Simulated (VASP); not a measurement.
The system is CuO.

```xyz
4
Lattice="2.0300 -2.1958 0.0000 2.0300 2.1958 0.0000 0.0000 0.0000 5.2571" Properties=species:S:1:pos:R:3 pbc="T T T"
Cu    1.0150   -1.0979    0.0000
Cu    1.0150    1.0979    2.6285
O     2.0300    0.0000    1.3143
O     2.0300    0.0000    3.9428
```

Base run:

| Quantity | Value |
| --- | --- |
| Program | VASP 6.6.1 |
| Functional | LDA |
| Potentials or basis | VASP PAW LDA potentials, release 64 (Cu, O) |
| Cutoff | 520 eV |
| k mesh | 9 × 9 × 5 |
| Occupations | fermi-dirac, width 0.05 eV |
| Spin | no spin polarisation |

Its results: band gap on the k mesh zero (band 17 reaches 4.38 eV, above the bottom of band 18 at 3.55 eV); pressure -18.4 GPa.

**Question.** The run is repeated on the same cell with these changes: functional from LDA to PBEsol; potentials or basis from VASP PAW LDA potentials, release 64 (Cu, O) to VASP PAW PBE potentials, release 64 (Cu, O). What comes out?

**Answer.** Band gap on the k mesh zero (band 17 reaches 4.57 eV, above the bottom of band 18 at 3.74 eV); pressure -12.9 GPa.

Caveats: semilocal functionals often make such compounds metallic where correlation or magnetic order opens a gap, which also shifts bond lengths; the PAW data sets were made with another functional, which shifts forces and pressure a little (some runs).
